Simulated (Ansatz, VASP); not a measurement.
One calculation of Te, two programs

The input INCAR:

```
PREC = Accurate
ENCUT = 520
EDIFF = 1E-6
ISMEAR = -1
SIGMA = 0.05
LREAL = F
LASPH = T
NELM = 60
ALGO = Normal
ISIF = 2
LWAVE = F
LCHARG = F
GGA = PS
NBANDS = 13
```

KPOINTS

```
Automatic mesh
0
Gamma
  8 8 8
```

Contents of POSCAR:

```
Te
1.0
    0.0000000000      3.3095529740      3.3095529740
    3.3095529740      0.0000000000      3.3095529740
    3.3095529740      3.3095529740      0.0000000000
Te
2
Direct
   -0.2600000000     -0.0800000000     -0.0800000000
    0.2600000000      0.0800000000      0.0800000000
```

Input for Ansatz:

```yaml
crystal:
  lattice:
    - [0.0, 3.309552974, 3.309552974]
    - [3.309552974, 0.0, 3.309552974]
    - [3.309552974, 3.309552974, 0.0]
  atoms:
    - { symbol: Te, position: [-0.26, -0.08, -0.08] }
    - { symbol: Te, position: [0.26, 0.08, 0.08] }
kpoints:
  mp_grid: { grid: [8, 8, 8] }
scf:
  occupations: { method: fermi_dirac, width: 0.05 }
hamiltonian:
  xc: pbesol
  pseudopotentials: { kind: paw, source: ansatz }
output:
  forces: true
  stress: true
  eigenvalues: true
```

Change from the starting cell: shortest bond scaled by 0.64, PAW files, source ansatz.

Alike in both runs: task single point; functional PBEsol; k mesh 8 × 8 × 8; occupations fermi-dirac, width 0.05 eV; no spin polarisation.

```csv
,VASP,Ansatz
version,VASP 6.6.1,Ansatz 0.2.0
potentials or method,"VASP PAW PBE potentials, release 64 (Te)","PAW with other files of Ansatz's library (source ansatz), scalar-relativistic"
plane-wave cutoff (eV),520,640
valence electrons in the cell,12,32
```

VASP gave:

```
pressure (GPa)                                                : 73.4
traceless stress, the component that is largest in VASP (GPa) : -71.05
rms of the force components (eV/Å)                            : 30.468
```

Problem. Estimate Ansatz's values.

Solution. Pressure (GPa): 70.9; traceless stress, the component that is largest in VASP (GPa): -68.62; rms of the force components (eV/Å): 29.403.

VASP's potentials were made for PBE, not for PBEsol. Atom by atom the forces differ by 1.065 eV/Å (rms over components). Both programs put the cell under a high pressure, so it lies far from rest at this level. The functional is the same, so the differences come from potentials, cutoffs and numerics. VASP's potentials hold 12 valence electrons a cell and Ansatz's 32, so a difference there can come from the potentials and not from the codes.

Spin-orbit coupling is off throughout. Noted on VASP's run: the cell as given lies far from equilibrium.
